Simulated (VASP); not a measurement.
Crystal: KTaO3.

```
K Ta O
1.0
     3.94227    0.00000    0.00000
     0.00000    3.94227    0.00000
     0.00000    0.00000    3.94227
K Ta O
1 1 3
Direct
  0.00000 0.00000 0.00000
  0.50000 0.50000 0.50000
  0.50000 0.50000 0.00000
  0.50000 0.00000 0.50000
  0.00000 0.50000 0.50000
```

This cell differs from its parent crystal: volume changed by -6%.

Base run:

```yaml
Program: VASP 6.6.1
Functional: PBE
Potentials_or_basis: VASP PAW PBE potentials, release 64 (K_sv, Ta_sv_GW, O)
Cutoff: 600 eV
k_mesh: 6 × 6 × 6
Occupations: gaussian, width 0.01 eV
Spin: no spin polarisation
```

Its results: band gap on the k mesh 2.29 eV, indirect (least direct gap 2.89 eV); pressure 13.6 GPa.

The run is repeated on the same cell with these changes: potentials or basis from VASP PAW PBE potentials, release 64 (K_sv, Ta_sv_GW, O) to VASP PAW PBE potentials, release 64 (K_sv, Ta_pv, O); cutoff from 600 eV to 520 eV; further incar settings from ALGO = Normal; EDIFF = 1e-06; NBANDS = 28 to ALGO = Normal; EDIFF = 1e-06; NBANDS = 27; valence electrons from 40 to 38. What comes out?

Band gap on the k mesh 2.25 eV, indirect (least direct gap 2.85 eV); pressure 14.2 GPa.

Caveats: spin-orbit coupling is left out, which moves the levels of the heavy elements.

A k mesh can miss the band edges.
